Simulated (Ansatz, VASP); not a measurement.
## One calculation of Zn, two programs

```
Zn
1.0
    -1.54934    1.54934    1.54934
     1.54934   -1.54934    1.54934
     1.54934    1.54934   -1.54934
Zn
1
Cartesian
  0.0000 0.0000 0.0000
```

Alike in both runs: task single point; functional PBEsol; k mesh 16 × 16 × 16; occupations fermi-dirac, width 0.1 eV; no spin polarisation.

|  | VASP | Ansatz |
| --- | --- | --- |
| version | VASP 6.6.1 | Ansatz 0.2.0 |
| potentials or method | VASP PAW PBE potentials, release 64 (Zn), cutoff 520 eV | plane waves (420 eV) with PAW, scalar-relativistic |
| valence electrons in the cell | 12 | 12 |

```tsv
	VASP	Ansatz	Ansatz less VASP
pressure (GPa)	-2.4	-2.7	-0.34
```

VASP's potentials were made for PBE, not for PBEsol, and Ansatz warns of the same on its side.
